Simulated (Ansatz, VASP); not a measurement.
# Two plane-wave programs on BeZn2Se3

```
Be Zn Se
1.0
     6.77294    0.00000    0.00000
    -3.38647    5.86554    0.00000
     0.00000    0.00000    6.44660
Be Zn Se
2 4 6
Cartesian
  3.3865 1.9552 3.2208
  0.0000 3.9104 3.2208
  1.1566 2.0034 0.0215
  -2.2298 3.8622 0.0215
  4.4596 0.0000 0.0215
  0.0000 0.0000 3.2197
  1.2118 2.0989 2.4935
  -2.1747 3.7666 2.4935
  4.3493 0.0000 2.4935
  3.3865 1.9552 5.4722
  0.0000 3.9104 5.4722
  0.0000 0.0000 5.6942
```

Alike in both runs: task relaxation of cell and atoms; functional PBE; k mesh 6 × 6 × 4; occupations gaussian, width 0.02 eV; no spin polarisation.

```csv
,VASP,Ansatz
version,VASP 6.6.1,Ansatz 0.2.0
potentials or method,"VASP PAW PBE potentials, release 64 (Be, Zn, Se), cutoff 600 eV","scalar-relativistic, plane waves, PAW"
valence electrons in the cell,88,148
```

```csv
,VASP,Ansatz,Ansatz less VASP
"gap on the k mesh at the Fermi level, each at its own relaxed structure (eV)",1.85,1.86,+0.016
relaxed volume (Å³/atom),21.42,21.34,-0.076
relaxed cell length with the largest relative difference (Å),6.454,6.447,-0.0078
```

VASP's potentials hold 88 valence electrons a cell and Ansatz's 148, so a difference there can come from the potentials and not from the codes.
